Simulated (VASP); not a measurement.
A run of VASP 6.6.1 is set up as follows.

File INCAR:

```
SYSTEM = Ru
PREC     = Accurate       ! precision mode
ENCUT    = 520            ! plane-wave cutoff, eV
EDIFF    = 1E-6           ! SCF threshold, eV
ISMEAR   = 0              ! smearing method
SIGMA    = 0.1            ! smearing width, eV
LREAL    = .False.        ! projectors in reciprocal space
LASPH    = .True.         ! aspherical terms in the spheres
NELM     = 80             ! most SCF steps
ALGO     = Normal         ! electronic algorithm
ISIF     = 2              ! what is computed and relaxed
LWAVE    = .False.        ! write WAVECAR
LCHARG   = .True.         ! write CHGCAR
GGA      = PS             ! functional
LELF     = .True.         ! ELF
LVHAR    = .True.       
NBANDS   = 21             ! bands
```

KPOINTS

```
regular mesh
0
Gamma
  6 6 4
  0 0 0
```

File POSCAR:

```
Ru
1.0
    2.7057993342      0.0000000000      0.0000000000
   -1.3528996671      2.3432909610      0.0000000000
    0.0000000000      0.0000000000      4.2819000000
Ru
2
Direct
    0.3333333333      0.6666666667      0.2500000000
    0.6666666667      0.3333333333      0.7500000000
```

Potentials or basis: VASP PAW PBE potentials, release 64 (Ru_pv).

Run with:

```sh
$ cat potpaw_PBE.64/Ru_pv/POTCAR > POTCAR
$ mpirun -np 1 vasp_std > vasp.out
```

(1) What does it give for the band gap on the k mesh?

(2) Estimate the pressure.

Results:

(1) zero (bands 14 and 15 overlap by 2.83 eV).

(2) -5.6 GPa.

Caveat: the k points lie up to 0.45 Å⁻¹ apart, too coarse for converged energies and pressures of a metal; the PAW data sets were made with another functional, which shifts forces and pressure a little.
